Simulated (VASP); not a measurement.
# Si2C3 (R-3c) in VASP: notebook

Runs on Si2C3. Level: PBE. Tasks: single point.

All numbers are computed with VASP 6.6.1; they aren't measurements. Logs are shortened: lines on timing, memory, paths and dates and some standing lists are left out, and cuts for length are marked.

## (1) The cell of the first run

The structure is trigonal, space group R-3c (No. 167). Conventional cell: a = 5.173 Å, b = 5.173 Å, c = 12.286 Å, α = 90.00°, β = 90.00°, γ = 120.00°. Within 2.6 Å of Si (site symmetry 3) lie 6 C at 1.89 to 2.15 Å and 1 Si at 2.53 Å. C (site symmetry 2) has 4 Si at 1.89 to 2.15 Å within 2.5 Å.

## (2) Single point, PBE

The input, INCAR:

```
  PREC = Accurate
  ENCUT = 520
  EDIFF = 1E-6
  ISMEAR = 0
  SIGMA = 0.1
  LREAL = F
  LASPH = T
  NELM = 60
  ALGO = Normal
  ISIF = 2
  LWAVE = F
  LCHARG = F
  GGA = PE
  NBANDS = 31
```

The input, KPOINTS:

```
Automatic mesh
0
Gamma
  12 12 12
```

The input, POSCAR:

```
Si2C3
1.0
    2.5865675569      1.4933554753      4.0953635833
   -2.5865675569      1.4933554753      4.0953635833
    0.0000000000     -2.9867109505      4.0953635833
Si C
4 6
Direct
    0.8527916266      0.8527916266      0.8527916266
    0.6472083734      0.6472083734      0.6472083734
    0.1472083734      0.1472083734      0.1472083734
    0.3527916266      0.3527916266      0.3527916266
    0.0855610203      0.4144389797      0.7500000000
    0.7500000000      0.0855610203      0.4144389797
    0.4144389797      0.7500000000      0.0855610203
    0.9144389797      0.5855610203      0.2500000000
    0.2500000000      0.9144389797      0.5855610203
    0.5855610203      0.2500000000      0.9144389797
```

Potentials or basis: VASP PAW PBE potentials, release 64 (Si, C).

The run is started by

```console
> cat potpaw_PBE.64/Si/POTCAR potpaw_PBE.64/C/POTCAR > POTCAR
> mpirun -np 1 vasp_std > vasp.out
```

OUTCAR:

```text
PREC = Accurate
   ENCUT = 520
   EDIFF = 1E-6
   ISMEAR = 0
   LREAL = F
   LASPH = T
   NELM = 60
   ISIF = 2
   GGA = PE

 ion  position               nearest neighbor table
   1  0.853  0.853  0.853-  10 1.89   8 1.89   9 1.89   5 2.15   6 2.15   7 2.15   2 2.53   3 3.02
                             3 3.02   3 3.02
   2  0.647  0.647  0.647-   9 1.89   8 1.89  10 1.89   5 2.15   7 2.15   6 2.15   1 2.53   4 3.02
                             4 3.02   4 3.02
   3  0.147  0.147  0.147-   7 1.89   5 1.89   6 1.89   8 2.15   9 2.15  10 2.15   4 2.53   1 3.02
                             1 3.02   1 3.02
   4  0.353  0.353  0.353-   6 1.89   5 1.89   7 1.89   8 2.15  10 2.15   9 2.15   3 2.53   2 3.02
                             2 3.02   2 3.02
   5  0.086  0.414  0.750-   3 1.89   4 1.89   1 2.15   2 2.15
   6  0.750  0.086  0.414-   4 1.89   3 1.89   1 2.15   2 2.15
   7  0.414  0.750  0.086-   3 1.89   4 1.89   2 2.15   1 2.15
   8  0.914  0.586  0.250-   1 1.89   2 1.89   3 2.15   4 2.15
   9  0.250  0.914  0.586-   2 1.89   1 1.89   3 2.15   4 2.15
  10  0.586  0.250  0.914-   1 1.89   2 1.89   4 2.15   3 2.15

  LATTYP: Found a trigonal (rhomboedric) cell.
 ALAT       =     5.0687715653
 COS(alpha) =     0.4791985209

  Lattice vectors:

 A1 = (   2.5865675569,   1.4933554753,   4.0953635833)
 A2 = (  -2.5865675569,   1.4933554753,   4.0953635833)
 A3 = (   0.0000000000,  -2.9867109505,   4.0953635833)

Analysis of symmetry for initial positions (statically):
=====================================================================
 Subroutine PRICEL returns:
 Original cell was already a primitive cell.

 Routine SETGRP: Setting up the symmetry group for a
 trigonal (rhombohedral) supercell.

 Subroutine GETGRP returns: Found 12 space group operations
 (whereof  6 operations were pure point group operations)
 out of a pool of 12 trial point group operations.

The static configuration has the point symmetry S_6 .
 The point group associated with its full space group is D_3d.

Analysis of symmetry for dynamics (positions and initial velocities):
=====================================================================
 Subroutine PRICEL returns:
 Original cell was already a primitive cell.

 Routine SETGRP: Setting up the symmetry group for a
 trigonal (rhombohedral) supercell.

 Subroutine GETGRP returns: Found 12 space group operations
 (whereof  6 operations were pure point group operations)
 out of a pool of 12 trial point group operations.

The dynamic configuration has the point symmetry S_6 .
 The point group associated with its full space group is D_3d.

 Subroutine INISYM returns: Found 12 space group operations
 (whereof  6 operations are pure point group operations),
 and found     1 'primitive' translations

----------------------------------------------------------------------------------------

                                     Primitive cell

  volume of cell :      94.9141

  direct lattice vectors                    reciprocal lattice vectors
     2.586567557  1.493355475  4.095363583     0.193306376  0.111605488  0.081392855
    -2.586567557  1.493355475  4.095363583    -0.193306376  0.111605488  0.081392855
     0.000000000 -2.986710951  4.095363583     0.000000000 -0.223210976  0.081392855

  length of vectors
     5.068771565  5.068771565  5.068771565     0.237587745  0.237587745  0.237587745

  position of ions in fractional coordinates (direct lattice)
     0.852791627  0.852791627  0.852791627
     0.647208373  0.647208373  0.647208373
     0.147208373  0.147208373  0.147208373
     0.352791627  0.352791627  0.352791627
     0.085561020  0.414438980  0.750000000
     0.750000000  0.085561020  0.414438980
     0.414438980  0.750000000  0.085561020
     0.914438980  0.585561020  0.250000000
     0.250000000  0.914438980  0.585561020
     0.585561020  0.250000000  0.914438980

  ion indices of the primitive-cell ions
   primitive index   ion index
                 1           1
                 2           2
                 3           3
                 4           4
                 5           5
                 6           6
                 7           7
                 8           8
                 9           9
                10          10

----------------------------------------------------------------------------------------

 KPOINTS: Automatic mesh

Automatic generation of k-mesh.
 Grid dimensions read from file:
 generate k-points for:   12   12   12

 Generating k-lattice:

  Cartesian coordinates                     Fractional coordinates (reciprocal lattice)
     0.016108865  0.009300457  0.006782738     0.083333333  0.000000000  0.000000000
    -0.016108865  0.009300457  0.006782738     0.000000000  0.083333333  0.000000000
     0.000000000 -0.018600915  0.006782738     0.000000000  0.000000000  0.083333333

  Length of vectors
     0.019798979  0.019798979  0.019798979

  Shift w.r.t. Gamma in fractional coordinates (k-lattice)
     0.000000000  0.000000000  0.000000000

 Subroutine IBZKPT returns following result:
 ===========================================

 Found    189 irreducible k-points:

 Following reciprocal coordinates:
            Coordinates               Weight
  0.000000  0.000000  0.000000      1.000000
  0.083333  0.000000  0.000000      6.000000
  0.166667  0.000000  0.000000      6.000000
  0.250000 -0.000000  0.000000      6.000000
  0.333333  0.000000  0.000000      6.000000
  0.416667  0.000000  0.000000      6.000000
[... 16 lines left out ...]
  0.500000  0.166667  0.000000     12.000000
 -0.416667  0.166667  0.000000     12.000000
 [... further k-points ...]
   k-points           NKPTS =    189   k-points in BZ     NKDIM =    189   number of bands    NBANDS=     31
   number of dos      NEDOS =    301   number of ions     NIONS =     10
   total plane-waves  NPLWV =  64000
   dimension x,y,z NGX =    40 NGY =   40 NGZ =   40
   dimension x,y,z NGXF=    80 NGYF=   80 NGZF=   80
   ions per type =               4   6
   NGX,Y,Z   is equivalent  to a cutoff of  13.12, 13.12, 13.12 a.u.
   NGXF,Y,Z  is equivalent  to a cutoff of  26.24, 26.24, 26.24 a.u.
 SYSTEM =  unknown system
   PREC   = accura    normal or accurate (medium, high low for compatibility)
   ISTART =      0    job   : 0-new  1-cont  2-samecut
   ICHARG =      2    charge: 1-file 2-atom 10-const
   ISPIN  =      1    spin polarized calculation?
   LNONCOLLINEAR =      F non collinear calculations
   LSORBIT =      F    spin-orbit coupling
   LASPH  =      T    aspherical Exc in radial PAW
   ENCUT  =  520.0 eV  38.22 Ry    6.18 a.u.   9.42  9.42  9.42*2*pi/ulx,y,z
   NELM   =     60;   NELMIN=  2; NELMDL= -5     # of ELM steps
   EDIFF  = 0.1E-05   stopping-criterion for ELM
   LREAL  =      F    real-space projection
[... 7 lines left out ...]
   TEBEG  =    0.0;   TEEND  =   0.0 temperature during run
   PSTRESS=    0.0 pullay stress
   NELECT =      40.0000    total number of electrons
   NUPDOWN=      -1.0000    fix difference up-down
   EMIN   =  10.00;   EMAX   =-10.00  energy-range for DOS
   EFERMI =   0.00;   METHOD = LEGACY
   ISMEAR =     0;   SIGMA  =   0.10  broadening in eV -4-tet -1-fermi 0-gaus
   EFERMI_NEDOS =   21; number of points for ismear=-14 and -15
   IALGO  =     38    algorithm
   IMIX   =      4    mixing-type and parameters
     AMIX     =   0.40;   BMIX     =  1.00
     AMIX_MAG =   1.60;   BMIX_MAG =  1.00
  volume/ion in A,a.u.               =       9.49        64.05
  Fermi-wavevector in a.u.,A,eV,Ry     =   1.227396  2.319441 20.497178  1.506500
  Thomas-Fermi vector in A             =   2.362361
   LORBIT       =      0    0 simple, 1 ext, 2 COOP (PROOUT), +10 PAW based schemes
   GGA     = PE    functional components
   LHFCALC =     F    Hartree Fock is set to
   AEXX    =    0.0000 exact exchange contribution
   IVDW    =     0    specifies the selected vdW correction
   LEPSILON=     F    determine dielectric tensor
   LRPA    =     F    only Hartree local field effects (RPA)
 non-spin polarized calculation
 Gauss-broadening in eV      SIGMA  =   0.10
  energy-cutoff  :      520.00
  volume of cell :       94.91
 maximum number of plane-waves:      2595
 NGX is ok and might be reduce to    40
   NGX = 19   NGY = 19   NGZ = 19

 number of electron      40.0000002 magnetization

 Free energy of the ion-electron system (eV)
  ---------------------------------------------------
  ext. energy  EPLUGINS =         0.00000000
  ---------------------------------------------------
  free energy    TOTEN  =       -64.70505191 eV

  energy without entropy =      -64.68777185  energy(sigma->0) =      -64.69641188

 E-fermi :   8.3565     XC(G=0): -11.7699

 val. band max:        8.3540778133   @ k =   0.3333   0.1667   0.1667
 cond. band min:       8.3633308942   @ k =   0.4167   0.4167   0.2500
 fundamental gap:      0.0092530809
 Fermi energy:         8.3564601107

 k-point     1 :       0.0000    0.0000    0.0000
  band No.  band energies     occupation
      1      -7.9310      2.00000
      2      -2.2612      2.00000
      3      -2.2612      2.00000
      4      -1.6010      2.00000
      5      -1.6010      2.00000
      6      -1.5887      2.00000
[... 23 lines left out ...]
     30      17.3075      0.00000
     31      17.5273      0.00000

 k-point     2 :       0.0833    0.0000    0.0000
  band No.  band energies     occupation
      1      -7.8816      2.00000
      2      -2.6254      2.00000
      3      -2.3150      2.00000
      4      -1.7689      2.00000
      5      -1.5976      2.00000
      6      -1.5467      2.00000
[... 23 lines left out ...]
     30      17.3047      0.00000
     31      17.3059      0.00000

 k-point     3 :       0.1667    0.0000    0.0000
  band No.  band energies     occupation
      1      -7.7335      2.00000
      2      -3.3494      2.00000
      3      -2.4217      2.00000
      4      -2.0190      2.00000
      5      -1.6358      2.00000
      6      -1.4570      2.00000
[... 23 lines left out ...]
     30      17.1029      0.00000
     31      17.2328      0.00000

 k-point     4 :       0.2500   -0.0000    0.0000
  band No.  band energies     occupation
      1      -7.4877      2.00000
      2      -4.1307      2.00000
      3      -2.5173      2.00000
      4      -2.2279      2.00000
      5      -1.6884      2.00000
      6      -1.4306      2.00000
[... 23 lines left out ...]
     30      16.7848      0.00000
     31      17.5381      0.00000

 k-point     5 :       0.3333    0.0000    0.0000
  band No.  band energies     occupation
      1      -7.1455      2.00000
      2      -4.8815      2.00000
      3      -2.5761      2.00000
      4      -2.3852      2.00000
      5      -1.7270      2.00000
      6      -1.4913      2.00000
[... 23 lines left out ...]
     30      16.5879      0.00000
     31      16.9360      0.00000
[... 542 lines left out ...]
     30      16.5708      0.00000
     31      17.2867      0.00000

 k-point    22 :       0.4167    0.1667    0.0000
  band No.  band energies     occupation
      1      -6.8345      2.00000
      2      -4.9742      2.00000
      3      -3.1128      2.00000
      4      -2.9520      2.00000
      5      -2.3986      2.00000
      6      -1.2442      2.00000
[... 23 lines left out ...]
     30      16.3313      0.00000
     31      17.7217      0.00000

 k-point    23 :       0.5000    0.1667    0.0000
  band No.  band energies     occupation
      1      -6.3719      2.00000
      2      -5.6301      2.00000
      3      -3.3621      2.00000
      4      -2.9030      2.00000
      5      -2.3332      2.00000
      6      -1.0991      2.00000
[... 23 lines left out ...]
     30      16.0317      0.00000
     31      17.6474      0.00000

 k-point    24 :      -0.4167    0.1667    0.0000
  band No.  band energies     occupation
      1      -6.2084      2.00000
      2      -5.8246      2.00000
      3      -3.5363      2.00000
      4      -2.7811      2.00000
      5      -2.2192      2.00000
      6      -1.0621      2.00000
[... 23 lines left out ...]
     30      15.8046      0.00000
     31      17.6807      0.00000

 [... further k-points ...]

------------------------ aborting loop because EDIFF is reached ----------------------------------------

  FORCE on cell =-STRESS in cart. coord.  units (eV):
  Direction    XX          YY          ZZ          XY          YZ          ZX
  --------------------------------------------------------------------------------------
  -------------------------------------------------------------------------------------
  Total        0.0085847      0.0085847     -0.0957050     -0.0000000     -0.0000000     -0.0000000
  in kB        0.1449115      0.1449115     -1.6155275     -0.0000000     -0.0000000     -0.0000000
  external PRESSURE =      -0.4419015 kB  Pullay stress =       0.0000000 kB

 VOLUME and BASIS-vectors are now :
 -----------------------------------------------------------------------------
  energy-cutoff  :      520.00
  volume of cell :       94.91
      direct lattice vectors                 reciprocal lattice vectors
     2.586567557  1.493355475  4.095363583     0.193306376  0.111605488  0.081392855
    -2.586567557  1.493355475  4.095363583    -0.193306376  0.111605488  0.081392855
     0.000000000 -2.986710951  4.095363583     0.000000000 -0.223210976  0.081392855

 POSITION                                       TOTAL-FORCE (eV/Angst)
 -----------------------------------------------------------------------------------
      0.00000      0.00000     10.47748         0.000000     -0.000000     -0.002562
      0.00000      0.00000      7.95166         0.000000      0.000000      0.002562
      0.00000      0.00000      1.80862         0.000000      0.000000      0.002562
      0.00000      0.00000      4.33443         0.000000     -0.000000     -0.002562
     -0.85067     -1.49336      5.11920         0.000834     -0.000000     -0.000000
      1.71862      0.00998      5.11920        -0.000417      0.000722     -0.000000
     -0.86795      1.48338      5.11920        -0.000417     -0.000722     -0.000000
      0.85067      1.49336      7.16689        -0.000834      0.000000     -0.000000
     -1.71862     -0.00998      7.16689         0.000417     -0.000722     -0.000000
      0.86795     -1.48338      7.16689         0.000417      0.000722     -0.000000
 -----------------------------------------------------------------------------------
    total drift:                               -0.000000      0.000000      0.000000

  FREE ENERGIE OF THE ION-ELECTRON SYSTEM (eV)
  ---------------------------------------------------
  free  energy   TOTEN  =       -64.7050519134 eV

  energy  without entropy=      -64.6877718503  energy(sigma->0) =      -64.69641188
```

It took 12 min on 1 thread of Intel Xeon Platinum 8488C (Sapphire Rapids), shared host; peak memory 0.52 GiB.

What came out:

| Item | Value |
| --- | --- |
| Free energy | -64.7051 eV |
| Pressure | 0.0 GPa |
| Band gap on the k mesh | zero (bands 20 and 21 overlap by 2.11 eV) |

Forces in eV/Å, atoms in the order of the input:
```
Si   0.000  0.000 -0.003
Si   0.000  0.000  0.003
Si   0.000  0.000  0.003
Si   0.000  0.000 -0.003
C    0.001  0.000  0.000
C    0.000  0.001  0.000
C    0.000 -0.001  0.000
C   -0.001  0.000  0.000
C    0.000 -0.001  0.000
C    0.000  0.001  0.000
```

Stress tensor (GPa, compression positive):
```
 0.01  0.00  0.00
 0.00  0.01  0.00
 0.00  0.00 -0.16
```

Levels at points of the mesh, in eV from the Fermi level:
```csv
k point,band 16,band 17,band 18,band 19,band 20,band 21,band 22,band 23,band 24,band 25
"(0.00, 0.00, 0.00)",-0.73,-0.73,-0.72,-0.72,1.54,1.54,1.64,1.64,3.32,5.23
"(0.50, 0.00, 0.00)",-1.93,-1.40,-1.40,-0.87,-0.87,0.39,0.39,1.73,1.73,5.66
"(0.50, 0.50, 0.00)",-3.05,-1.92,-1.26,-0.83,-0.76,-0.57,0.41,1.54,1.81,3.68
"(0.50, 0.50, 0.50)",-0.93,-0.93,-0.93,-0.68,-0.68,0.46,0.46,0.46,0.46,4.39
```

## (3) Single point, PBE

INCAR, as its differences from that of step 2:

```diff
@@ -8,3 +8,3 @@
   NELM = 60
-  ALGO = Normal
+  ALGO = Fast
   ISIF = 2
```

KPOINTS is that of step 2.

POSCAR is that of step 2.

Potentials or basis: VASP PAW PBE potentials, release 64 (Si, C).

The run is started by

```console
> cat potpaw_PBE.64/Si/POTCAR potpaw_PBE.64/C/POTCAR > POTCAR
> mpirun -np 1 vasp_std > vasp.out
```

It took 13 min on 1 thread of Oxide Virtual Turin-like, shared host; peak memory 0.48 GiB.

Results (log left out):

| Property | Result |
| --- | --- |
| Free energy | -64.7051 eV |
| Pressure | 0.0 GPa |
| Band gap on the k mesh | zero (bands 20 and 21 overlap by 2.11 eV) |

Forces in eV/Å, atoms in the order of the input:
```
Si   0.000  0.000 -0.003
Si   0.000  0.000  0.003
Si   0.000  0.000  0.003
Si   0.000  0.000 -0.003
C    0.001  0.000  0.000
C    0.000  0.001  0.000
C    0.000 -0.001  0.000
C   -0.001  0.000  0.000
C    0.000 -0.001  0.000
C    0.000  0.001  0.000
```

Stress tensor (GPa, compression positive):
```
 0.01  0.00  0.00
 0.00  0.01  0.00
 0.00  0.00 -0.17
```

Levels at points of the mesh, in eV from the Fermi level:
```csv
k point,band 16,band 17,band 18,band 19,band 20,band 21,band 22,band 23,band 24,band 25
"(0.00, 0.00, 0.00)",-0.73,-0.73,-0.72,-0.72,1.54,1.54,1.64,1.64,3.32,5.23
"(0.50, 0.00, 0.00)",-1.93,-1.40,-1.40,-0.87,-0.87,0.39,0.39,1.73,1.73,5.66
"(0.50, 0.50, 0.00)",-3.05,-1.92,-1.26,-0.83,-0.76,-0.57,0.41,1.54,1.81,3.68
"(0.50, 0.50, 0.50)",-0.93,-0.93,-0.93,-0.68,-0.68,0.46,0.46,0.46,0.46,4.39
```
